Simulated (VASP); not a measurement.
Set up this calculation in VASP 6.6.1, as the native input.

* Task: single point
* Functional: revPBE
* Dispersion: D4
* Potentials or basis: VASP PAW PBE potentials, release 64 (Zn, Se)
* Cutoff: 520 eV
* k mesh: 8 × 8 × 8
* Occupations: gaussian, width 0.05 eV
* Spin: no spin polarisation
* Dipole correction: no
* Further INCAR settings: ALGO = Normal; EDIFF = 1e-06; NBANDS = 16

The structure of ZnSe lies in POSCAR:

```
ZnSe
1.0
    0.0000000000      2.8028729649      2.8028729649
    2.8028729649      0.0000000000      2.8028729649
    2.8028729649      2.8028729649      0.0000000000
Zn Se
1 1
Direct
    0.0000000000      0.0000000000      0.0000000000
    0.7500000000      0.7500000000      0.7500000000
```

This cell differs from its parent crystal: volume scaled by 0.98.

The input as run:

INCAR

```
SYSTEM = ZnSe
PREC = Accurate
ENCUT = 520
EDIFF = 1E-6
ISMEAR = 0
SIGMA = 0.05
LREAL = .FALSE.
LASPH = .TRUE.
NELM = 100
ALGO = Normal
ISIF = 2
LWAVE = .FALSE.
LCHARG = .FALSE.
GGA = RE
IVDW = 13
NBANDS = 16
```

KPOINTS

```
regular mesh
0
G
  8 8 8
  0 0 0
```

Potentials or basis: VASP PAW PBE potentials, release 64 (Zn, Se).

Command:

```console
$ cat potpaw_PBE.64/Zn/POTCAR potpaw_PBE.64/Se/POTCAR > POTCAR
$ mpirun -np 1 vasp_std > vasp.out
```

It gave:

```yaml
Pressure: 1.6 GPa
Band_gap_on_the_k_mesh: 1.54 eV, direct
Dispersion_energy_per_atom: -0.572 eV
```

Caveat: the PAW data sets were made with another functional, which shifts forces and pressure a little.

Wall time 18 s on 1 thread of Intel(R) Xeon(R) Platinum 8488C (Sapphire Rapids), with other jobs on the host, peak memory 0.17 GiB.
